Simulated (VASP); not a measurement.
# ZnS (F-43m) in VASP: a series of runs

The runs below take ZnS through single point, relaxation of cell and atoms, with HSE06.

Everything below comes from runs of VASP 6.6.1. Logs are shortened: lines on timing, memory, paths and dates and some standing lists are left out, and cuts for length are marked.

## Step 1: The cell of the first run

Symmetry: F-43m, No. 216, cubic system. The conventional cell has a = 5.485 Å, b = 5.485 Å, c = 5.485 Å, α = 90.00°, β = 90.00°, γ = 90.00°. Within 3.1 Å of Zn (site symmetry -43m) lie 4 S at 2.38 Å. Within 3.1 Å of S (site symmetry -43m) lie 4 Zn at 2.38 Å.

## Step 2: Single point, HSE06 (volume scaled by 1.03)

POSCAR reads:

```
ZnS
1.0
    0.0000000000      2.7426692958      2.7426692958
    2.7426692958      0.0000000000      2.7426692958
    2.7426692958      2.7426692958      0.0000000000
Zn S
1 1
Direct
    0.2500000000      0.2500000000      0.2500000000
    0.0000000000      0.0000000000      0.0000000000
```

INCAR.step1 reads:

```
SYSTEM = ZnS
ALGO = Normal ; EDIFF = 1E-5
ENCUT = 520 ; GGA = PE
ISIF = 2 ; ISMEAR = 0
LASPH = .True. ; LCHARG = .False.
LREAL = .False. ; LWAVE = .True.
NBANDS = 16 ; NELM = 60
PREC = Accurate ; SIGMA = 0.02
```

INCAR.step2 reads:

```
SYSTEM = ZnS
ALGO = Normal ; EDIFF = 1E-6
ENCUT = 520 ; GGA = PE
HFSCREEN = 0.2079 ; ISIF = 2
ISMEAR = 0 ; ISTART = 1
LASPH = .True. ; LCHARG = .False.
LHFCALC = .True. ; LREAL = .False.
LWAVE = .False. ; NBANDS = 16
NELM = 60 ; PREC = Accurate
PRECFOCK = Normal ; SIGMA = 0.02
```

KPOINTS reads:

```
k-points
0
Gamma
  4 4 4
  0 0 0
```

Potentials or basis: VASP PAW PBE potentials, release 64 (Zn, S).

Launch:

```sh
$ cat potpaw_PBE.64/Zn/POTCAR potpaw_PBE.64/S/POTCAR > POTCAR
$ cp INCAR.step1 INCAR
$ mpirun -np 1 vasp_std > vasp.out
$ cp INCAR.step2 INCAR
$ mpirun -np 1 vasp_std > vasp.out
```

OUTCAR:

```text
SYSTEM = ZnS
   EDIFF = 1E-6
   ENCUT = 520
   GGA = PE
   HFSCREEN = 0.2079
   ISIF = 2
   ISMEAR = 0
   ISTART = 1
   LASPH = .True.
   LHFCALC = .True.
   LREAL = .False.
   NELM = 60
   PREC = Accurate
   PRECFOCK = Normal

 ion  position               nearest neighbor table
   1  0.250  0.250  0.250-   2 2.38   2 2.38   2 2.38   2 2.38
   2  0.000  0.000  0.000-   1 2.38   1 2.38   1 2.38   1 2.38

  LATTYP: Found a face centered cubic cell.
 ALAT       =     5.4853385916

  Lattice vectors:

 A1 = (   0.0000000000,   2.7426692958,   2.7426692958)
 A2 = (   2.7426692958,   0.0000000000,   2.7426692958)
 A3 = (   2.7426692958,   2.7426692958,   0.0000000000)

Analysis of symmetry for initial positions (statically):
=====================================================================
 Subroutine PRICEL returns:
 Original cell was already a primitive cell.

 Routine SETGRP: Setting up the symmetry group for a
 face centered cubic supercell.

 Subroutine GETGRP returns: Found 24 space group operations
 (whereof 24 operations were pure point group operations)
 out of a pool of 48 trial point group operations.

The static configuration has the point symmetry T_d .

Analysis of symmetry for dynamics (positions and initial velocities):
=====================================================================
 Subroutine PRICEL returns:
 Original cell was already a primitive cell.

 Routine SETGRP: Setting up the symmetry group for a
 face centered cubic supercell.

 Subroutine GETGRP returns: Found 24 space group operations
 (whereof 24 operations were pure point group operations)
 out of a pool of 48 trial point group operations.

The dynamic configuration has the point symmetry T_d .

 Subroutine INISYM returns: Found 24 space group operations
 (whereof 24 operations are pure point group operations),
 and found     1 'primitive' translations

----------------------------------------------------------------------------------------

                                     Primitive cell

  volume of cell :      41.2620

  direct lattice vectors                    reciprocal lattice vectors
     0.000000000  2.742669296  2.742669296    -0.182304152  0.182304152  0.182304152
     2.742669296  0.000000000  2.742669296     0.182304152 -0.182304152  0.182304152
     2.742669296  2.742669296  0.000000000     0.182304152  0.182304152 -0.182304152

  length of vectors
     3.878720115  3.878720115  3.878720115     0.315760054  0.315760054  0.315760054

  position of ions in fractional coordinates (direct lattice)
     0.250000000  0.250000000  0.250000000
     0.000000000  0.000000000  0.000000000

  ion indices of the primitive-cell ions
   primitive index   ion index
                 1           1
                 2           2

----------------------------------------------------------------------------------------

 KPOINTS: k-points

Automatic generation of k-mesh.
 Grid dimensions read from file:
 generate k-points for:    4    4    4

 Generating k-lattice:

  Cartesian coordinates                     Fractional coordinates (reciprocal lattice)
    -0.045576038  0.045576038  0.045576038     0.250000000  0.000000000  0.000000000
     0.045576038 -0.045576038  0.045576038     0.000000000  0.250000000  0.000000000
     0.045576038  0.045576038 -0.045576038     0.000000000  0.000000000  0.250000000

  Length of vectors
     0.078940013  0.078940013  0.078940013

  Shift w.r.t. Gamma in fractional coordinates (k-lattice)
     0.000000000  0.000000000  0.000000000

 Subroutine IBZKPT returns following result:
 ===========================================

 Found      8 irreducible k-points:

 Following reciprocal coordinates:
            Coordinates               Weight
  0.000000  0.000000  0.000000      1.000000
  0.250000  0.000000  0.000000      8.000000
  0.500000  0.000000  0.000000      4.000000
  0.250000  0.250000  0.000000      6.000000
  0.500000  0.250000  0.000000     24.000000
 -0.250000  0.250000  0.000000     12.000000
  0.500000  0.500000  0.000000      3.000000
 -0.250000  0.500000  0.250000      6.000000
   k-points           NKPTS =      8   k-points in BZ     NKDIM =     64   number of bands    NBANDS=     16
   number of dos      NEDOS =    301   number of ions     NIONS =      2
   total plane-waves  NPLWV =  27000
   dimension x,y,z NGX =    30 NGY =   30 NGZ =   30
   dimension x,y,z NGXF=    60 NGYF=   60 NGZF=   60
   ions per type =               1   1
   NGX,Y,Z   is equivalent  to a cutoff of  12.86, 12.86, 12.86 a.u.
   NGXF,Y,Z  is equivalent  to a cutoff of  25.72, 25.72, 25.72 a.u.
 SYSTEM =  ZnS
   PREC   = accura    normal or accurate (medium, high low for compatibility)
   ISTART =      1    job   : 0-new  1-cont  2-samecut
   ICHARG =      0    charge: 1-file 2-atom 10-const
   ISPIN  =      1    spin polarized calculation?
   LNONCOLLINEAR =      F non collinear calculations
   LSORBIT =      F    spin-orbit coupling
   LASPH  =      T    aspherical Exc in radial PAW
   ENCUT  =  520.0 eV  38.22 Ry    6.18 a.u.   7.21  7.21  7.21*2*pi/ulx,y,z
   NELM   =     60;   NELMIN=  2; NELMDL=  0     # of ELM steps
   EDIFF  = 0.1E-05   stopping-criterion for ELM
   LREAL  =      F    real-space projection
   EDIFFG = 0.1E-04   stopping-criterion for IOM
   NSW    =      0    number of steps for IOM
   IBRION =     -1    ionic relax: 0-MD 1-quasi-New 2-CG
   NFREE  =      0    steps in history (QN), initial steepest desc. (CG)
   ISIF   =      2    stress and relaxation
   ISYM   =      3    0-nonsym 1-usesym 2-fastsym
   POTIM  = 0.5000    time-step for ionic-motion
   TEBEG  =    0.0;   TEEND  =   0.0 temperature during run
   PSTRESS=    0.0 pullay stress
   NELECT =      18.0000    total number of electrons
   NUPDOWN=      -1.0000    fix difference up-down
   EMIN   =  10.00;   EMAX   =-10.00  energy-range for DOS
   EFERMI =   0.00;   METHOD = LEGACY
   ISMEAR =     0;   SIGMA  =   0.02  broadening in eV -4-tet -1-fermi 0-gaus
   EFERMI_NEDOS =   21; number of points for ismear=-14 and -15
   IALGO  =     38    algorithm
   IMIX   =      1    mixing-type and parameters
     AMIX     =   0.40;   BMIX     =  1.00
     AMIX_MAG =   1.60;   BMIX_MAG =  1.00
  volume/ion in A,a.u.               =      20.63       139.22
[... 23 lines left out ...]
  NGX = 24; NGY = 24; NGZ = 24

 number of electron      17.9999998 magnetization

 Free energy of the ion-electron system (eV)
  ---------------------------------------------------
  ext. energy  EPLUGINS =         0.00000000
  ---------------------------------------------------
  free energy    TOTEN  =        -8.33149430 eV

  energy without entropy =       -8.33149430  energy(sigma->0) =       -8.33149430

 E-fermi :   1.1688     XC(G=0):  -7.8010

 val. band max:        0.9962981298   @ k =   0.0000   0.0000   0.0000
 cond. band min:       4.1242428451   @ k =   0.0000   0.0000   0.0000
 fundamental gap:      3.1279447153
 Fermi energy:         1.1688115398

 k-point     1 :       0.0000    0.0000    0.0000
  band No.  band energies     occupation
      1     -12.9989      2.00000
      2      -6.7221      2.00000
      3      -6.7221      2.00000
      4      -6.7221      2.00000
      5      -6.3263      2.00000
      6      -6.3263      2.00000
      7       0.9963      2.00000
      8       0.9963      2.00000
      9       0.9963      2.00000
     10       4.1242      0.00000
     11       8.6892      0.00000
     12       8.6892      0.00000
     13       8.6892      0.00000
     14      14.1004      0.00000
     15      14.1109      0.00000
     16      14.1109      0.00000

 k-point     2 :       0.2500    0.0000    0.0000
  band No.  band energies     occupation
      1     -12.5817      2.00000
      2      -6.6660      2.00000
      3      -6.6660      2.00000
      4      -6.6019      2.00000
      5      -6.3254      2.00000
      6      -6.3254      2.00000
      7      -1.9292      2.00000
      8       0.5411      2.00000
      9       0.5411      2.00000
     10       5.5801      0.00000
     11       9.1148      0.00000
     12       9.3128      0.00000
     13       9.3128      0.00000
     14      13.2624      0.00000
     15      13.2624      0.00000
     16      14.3625      0.00000

 k-point     3 :       0.5000    0.0000    0.0000
  band No.  band energies     occupation
      1     -12.0948      2.00000
      2      -6.6254      2.00000
      3      -6.6254      2.00000
      4      -6.3047      2.00000
      5      -6.3047      2.00000
      6      -6.1118      2.00000
      7      -4.2876      2.00000
      8       0.1499      2.00000
      9       0.1499      2.00000
     10       5.4419      0.00000
     11       9.1832      0.00000
     12       9.1832      0.00000
     13      11.0289      0.00000
     14      14.3720      0.00000
     15      15.8557      0.00000
     16      15.8557      0.00000

 k-point     4 :       0.2500    0.2500    0.0000
  band No.  band energies     occupation
      1     -12.4428      2.00000
      2      -6.6686      2.00000
      3      -6.5998      2.00000
      4      -6.5998      2.00000
      5      -6.3513      2.00000
      6      -6.2969      2.00000
      7      -1.6933      2.00000
      8      -0.2148      2.00000
      9      -0.2148      2.00000
     10       6.5538      0.00000
     11       6.8022      0.00000
     12      10.8622      0.00000
     13      10.8622      0.00000
     14      10.9801      0.00000
     15      14.9327      0.00000
     16      18.0394      0.00000

 k-point     5 :       0.5000    0.2500    0.0000
  band No.  band energies     occupation
      1     -11.9557      2.00000
      2      -6.6002      2.00000
      3      -6.5363      2.00000
      4      -6.4186      2.00000
      5      -6.2933      2.00000
      6      -6.1060      2.00000
      7      -3.5963      2.00000
      8      -1.3850      2.00000
      9      -0.5685      2.00000
     10       6.4687      0.00000
     11       8.1732      0.00000
     12      10.3160      0.00000
     13      11.1544      0.00000
     14      13.9692      0.00000
     15      15.9879      0.00000
     16      17.2550      0.00000

 k-point     6 :      -0.2500    0.2500    0.0000
  band No.  band energies     occupation
      1     -12.1180      2.00000
      2      -6.6059      2.00000
      3      -6.5924      2.00000
      4      -6.3893      2.00000
      5      -6.3386      2.00000
      6      -6.2286      2.00000
      7      -3.1079      2.00000
      8      -1.4911      2.00000
      9       0.1146      2.00000
     10       7.0312      0.00000
     11       8.8491      0.00000
     12       9.4312      0.00000
     13      10.2274      0.00000
     14      12.6593      0.00000
     15      15.5847      0.00000
     16      17.0638      0.00000

 k-point     7 :       0.5000    0.5000    0.0000
  band No.  band energies     occupation
      1     -11.7960      2.00000
      2      -6.5998      2.00000
      3      -6.4495      2.00000
      4      -6.4495      2.00000
      5      -6.2674      2.00000
      6      -6.0730      2.00000
      7      -3.7730      2.00000
      8      -1.1822      2.00000
      9      -1.1822      2.00000
     10       5.4658      0.00000
     11       6.2474      0.00000
     12      13.2023      0.00000
     13      14.3586      0.00000
     14      14.3586      0.00000
     15      16.2182      0.00000
     16      16.9437      0.00000

 k-point     8 :      -0.2500    0.5000    0.2500
  band No.  band energies     occupation
      1     -11.7919      2.00000
      2      -6.5623      2.00000
      3      -6.5111      2.00000
      4      -6.3658      2.00000
      5      -6.3368      2.00000
      6      -5.9302      2.00000
      7      -3.5953      2.00000
      8      -1.7821      2.00000
      9      -1.6408      2.00000
     10       7.7775      0.00000
     11       8.3089      0.00000
     12      10.1059      0.00000
     13      10.4193      0.00000
     14      14.7773      0.00000
     15      16.4270      0.00000
     16      17.1173      0.00000

------------------------ aborting loop because EDIFF is reached ----------------------------------------

  FORCE on cell =-STRESS in cart. coord.  units (eV):
  Direction    XX          YY          ZZ          XY          YZ          ZX
  --------------------------------------------------------------------------------------
  -------------------------------------------------------------------------------------
  Total       -0.5375249     -0.5375249     -0.5375249      0.0000000     -0.0000000      0.0000000
  in kB      -20.8717491    -20.8717491    -20.8717491      0.0000000     -0.0000000      0.0000000
  external PRESSURE =     -20.8717491 kB  Pullay stress =       0.0000000 kB

 VOLUME and BASIS-vectors are now :
 -----------------------------------------------------------------------------
  energy-cutoff  :      520.00
  volume of cell :       41.26
      direct lattice vectors                 reciprocal lattice vectors
     0.000000000  2.742669296  2.742669296    -0.182304152  0.182304152  0.182304152
     2.742669296  0.000000000  2.742669296     0.182304152 -0.182304152  0.182304152
     2.742669296  2.742669296  0.000000000     0.182304152  0.182304152 -0.182304152

 POSITION                                       TOTAL-FORCE (eV/Angst)
 -----------------------------------------------------------------------------------
      1.37133      1.37133      1.37133         0.000000      0.000000      0.000000
      0.00000      0.00000      0.00000        -0.000000     -0.000000     -0.000000
 -----------------------------------------------------------------------------------
    total drift:                               -0.000203     -0.000169     -0.000111

  FREE ENERGIE OF THE ION-ELECTRON SYSTEM (eV)
  ---------------------------------------------------
  free  energy   TOTEN  =        -8.3314942953 eV

  energy  without entropy=       -8.3314942953  energy(sigma->0) =       -8.33149430
```

Wall time 13 min (1 thread of AMD EPYC 7R13 (Zen 3), shared host); peak memory 0.23 GiB.

Results:

```yaml
Free_energy: -8.3315 eV
Pressure: -2.1 GPa
Band_gap_on_the_k_mesh: 3.13 eV, direct
```

Caveat: the k points lie up to 0.50 Å⁻¹ apart; the cell differs from its parent crystal (volume scaled by 1.03); the PAW data sets were made with another functional, which shifts forces and pressure a little.

## Step 3: Single point, HSE06 (volume scaled by 1.06)

POSCAR reads:

```
ZnS
1.0
    0.0000000000      2.7690427339      2.7690427339
    2.7690427339      0.0000000000      2.7690427339
    2.7690427339      2.7690427339      0.0000000000
Zn S
1 1
Direct
    0.2500000000      0.2500000000      0.2500000000
    0.0000000000      0.0000000000      0.0000000000
```

INCAR.step1 reads:

```
SYSTEM = ZnS
ALGO = Normal
EDIFF = 1E-5
ENCUT = 520
GGA = PE
ISIF = 2
ISMEAR = 0
LASPH = .True.
LCHARG = .False.
LREAL = .False.
LWAVE = .True.
NBANDS = 16
NELM = 60
PREC = Accurate
SIGMA = 0.02
```

INCAR.step2 reads:

```
SYSTEM = ZnS
ALGO = Normal
EDIFF = 1E-7
ENCUT = 520
GGA = PE
HFSCREEN = 0.2079
ISIF = 2
ISMEAR = 0
ISTART = 1
LASPH = .True.
LCHARG = .False.
LHFCALC = .True.
LREAL = .False.
LWAVE = .False.
NBANDS = 16
NELM = 60
PREC = Accurate
PRECFOCK = Normal
SIGMA = 0.02
```

KPOINTS is that of step 2.

Potentials or basis: VASP PAW PBE potentials, release 64 (Zn, S).

Launch:

```sh
$ cat potpaw_PBE.64/Zn/POTCAR potpaw_PBE.64/S/POTCAR > POTCAR
$ cp INCAR.step1 INCAR
$ mpirun -np 1 vasp_std > vasp.out
$ cp INCAR.step2 INCAR
$ mpirun -np 1 vasp_std > vasp.out
```

Wall time 9.7 min (1 thread of AMD EPYC 7R13 (Zen 3), shared host); peak memory 0.24 GiB.

It converged, with:

| Property | Result |
| --- | --- |
| Free energy | -8.3095 eV |
| Pressure | -3.8 GPa |
| Band gap on the k mesh | 2.99 eV, direct |

Levels at points of the mesh, in eV from the valence-band top:
```
           k point  band 7  band 8  band 9  band 10  band 11  band 12
(0.00, 0.00, 0.00)    0.00    0.00    0.00     2.99     7.70     7.70
(0.50, 0.00, 0.00)   -5.10   -0.81   -0.81     4.38     8.19     8.19
(0.50, 0.50, 0.00)   -4.63   -2.08   -2.08     4.52     5.24    11.99
```

Caveat: the k points lie up to 0.49 Å⁻¹ apart; the cell differs from its parent crystal (volume scaled by 1.06); the PAW data sets were made with another functional, which shifts forces and pressure a little.

## Step 4: Relaxation of cell and atoms, HSE06

This run uses another cell than the first one, of 19.73 Å³/atom, 0.956 times its volume.

POSCAR reads:

```
ZnS
1.0
    0.0000000000      2.7020000000      2.7020000000
    2.7020000000      0.0000000000      2.7020000000
    2.7020000000      2.7020000000      0.0000000000
Zn S
1 1
Direct
    0.2500000000      0.2500000000      0.2500000000
    0.0000000000      0.0000000000      0.0000000000
```

Changes to INCAR.step1 since step 3:

```diff
@@ -3,5 +3,4 @@
 EDIFF = 1E-5
-ENCUT = 520
+ENCUT = 600
 GGA = PE
-ISIF = 2
 ISMEAR = 0
```

INCAR.step2 reads:

```
SYSTEM = ZnS
ALGO = Normal
EDIFF = 1E-6
EDIFFG = -0.005
ENCUT = 600
GGA = PE
HFSCREEN = 0.2079
IBRION = 2
ISIF = 3
ISMEAR = 0
ISTART = 1
LASPH = .True.
LCHARG = .False.
LHFCALC = .True.
LREAL = .False.
LWAVE = .False.
NELM = 60
NSW = 100
PREC = Accurate
PRECFOCK = Normal
SIGMA = 0.02
```

KPOINTS is that of step 3.

Launch:

```sh
$ cat potpaw_PBE.64/Zn/POTCAR potpaw_PBE.64/S/POTCAR > POTCAR
$ cp INCAR.step1 INCAR
$ mpirun -np 1 vasp_std > vasp.out
$ cp INCAR.step2 INCAR
$ mpirun -np 1 vasp_std > vasp.out
```

It took 32 min on 1 thread of Oxide Virtual Turin-like, shared host; peak memory 0.26 GiB.

Results (log left out):

```
Free energy                            : -8.3389 eV
Relaxed volume                         : 20.03 Å³/atom
Relaxed cell                           : a = 3.841 Å, b = 3.841 Å, c = 3.841 Å, α = 60.00°, β = 60.00°, γ = 60.00°
Space group after relaxing (to 0.05 Å) : F-43m (No. 216)
Energy gained by relaxing              : 1.2 meV/atom
Ionic steps                            : 8
Pressure after relaxing                : 0.0 GPa
Band gap on the k mesh                 : 3.27 eV, direct
```

Step by step:
```tsv
step	energy change (eV)	largest force (eV/Å)	pressure (GPa)	volume (Å³)
1	0.0000	0.0000	1.17	39.45
2	-0.0021	0.0000	-0.41	40.28
3	-0.0023	0.0000	0.05	40.08
4	-0.0023	0.0000	-0.11	40.10
5	-0.0023	0.0000	0.16	40.02
6	-0.0023	0.0000	-0.04	40.07
7	-0.0023	0.0000	0.06	40.06
8	-0.0023	0.0000	0.01	40.07
```

Final structure:
```yaml
crystal:
  lattice:
    - [0.00000, 2.71589, 2.71589]
    - [2.71589, 0.00000, 2.71589]
    - [2.71589, 2.71589, 0.00000]
  atoms:
    - { symbol: Zn, position: [0.25000, 0.25000, 0.25000] }
    - { symbol: S, position: [0.00000, 0.00000, 0.00000] }
```

Levels at points of the mesh, in eV from the valence-band top:
| k point | band 5 | band 6 | band 7 | band 8 | band 9 | band 10 | band 11 | band 12 | band 13 |
| --- | --- | --- | --- | --- | --- | --- | --- | --- | --- |
| (0.00, 0.00, 0.00) | -7.38 | -7.38 | 0.00 | 0.00 | 0.00 | 3.27 | 7.69 | 7.69 | 7.69 |
| (0.50, 0.00, 0.00) | -7.36 | -7.15 | -5.48 | -0.89 | -0.89 | 4.52 | 8.18 | 8.18 | 10.16 |
| (0.50, 0.50, 0.00) | -7.32 | -7.11 | -4.91 | -2.29 | -2.29 | 4.41 | 5.26 | 12.44 | 13.58 |

Caveat: the k points lie up to 0.50 Å⁻¹ apart in the final cell; the PAW data sets were made with another functional, which shifts forces and pressure a little. Zero-point motion and thermal expansion aren't in these numbers.

## Step 5: The runs side by side

```csv
task,cell,cutoff (eV),gap on the mesh (eV),pressure (GPa)
single point,"a = 3.879 Å, angles 60.0°, 2 atoms",520,3.13,-2.1
single point,"a = 3.916 Å, angles 60.0°, 2 atoms",520,2.99,-3.8
relaxation of cell and atoms,"relaxed from a = 3.821 Å, angles 60.0°, 2 atoms",600,3.27,0.0
```

Alike in all rows: level HSE06; potentials or basis VASP PAW PBE potentials, release 64 (Zn, S); no spin polarisation; k mesh 4 × 4 × 4; smearing gaussian 0.02 eV.

Caveats: all runs use coarse meshes; the PAW data sets were made with another functional, which shifts forces and pressure a little.

Total energies depend on the potentials used, so only differences within one code and one set of settings carry meaning.
